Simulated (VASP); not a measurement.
Write the native input for VASP 6.6.1 that does the following.

```yaml
Task: electric field gradients
Functional: LDA
Potentials_or_basis: VASP PAW LDA potentials, release 64 (Ti_sv, Pd)
Cutoff: 520 eV
k_mesh: 11 × 11 × 11
Occupations: fermi-dirac, width 0.05 eV
Spin: no spin polarisation
Dipole_correction: no
Further_INCAR_settings: ALGO = Normal; EDIFF = 1e-08; NBANDS = 29
```

The structure of TiPd3 lies in POSCAR:

```
TiPd3
1.0
    3.8200000000      0.0000000000      0.0000000000
    0.0000000000      3.8200000000      0.0000000000
    0.0000000000      0.0000000000      3.8964000000
Ti Pd
1 3
Direct
    0.0000000000      0.0000000000      0.0000000000
    0.0000000000      0.5000000000      0.5000000000
    0.5000000000      0.0000000000      0.5000000000
    0.5000000000      0.5000000000      0.0000000000
```

This cell differs from its parent crystal: zz strain of +2 %.

These files were run (other wordings do the same):

INCAR

```
PREC     = Accurate       # precision mode
ENCUT    = 520            # plane-wave cutoff, eV
EDIFF    = 1E-8           # SCF threshold, eV
ISMEAR   = -1             # smearing method
SIGMA    = 0.05           # smearing width, eV
LREAL    = False          # projectors in reciprocal space
LASPH    = True           # aspherical terms in the spheres
NELM     = 100            # most SCF steps
ALGO     = Normal         # electronic algorithm
ISIF     = 2              # what is computed and relaxed
LWAVE    = False          # write WAVECAR
LCHARG   = False          # write CHGCAR
LEFG     = True         
NBANDS   = 29             # bands
```

KPOINTS

```
regular mesh
0
Gamma
  11 11 11
```

Potentials or basis: VASP PAW LDA potentials, release 64 (Ti_sv, Pd).

The run is started by

```console
$ cat potpaw_LDA.64/Ti_sv/POTCAR potpaw_LDA.64/Pd/POTCAR > POTCAR
$ mpirun -np 1 vasp_std > vasp.out
```

Results of the run:

The pressure is -1.8 GPa, the band gap on the k mesh is zero (bands 21 and 22 overlap by 1.29 eV) and the largest electric field gradient by atom is Ti +1.0; Pd -61.5, -60.3 (each value once) V/Å².

Caveat: the cell differs from its parent crystal (zz strain of +2 %); without QUAD_EFG the Cq values of the log hold for a quadrupole moment of 1 mb, not for the nuclei.

Run time: 2.4 min on 1 thread of AMD EPYC 7R13 Processor (Zen 3) (shared host), peak memory 0.25 GiB.
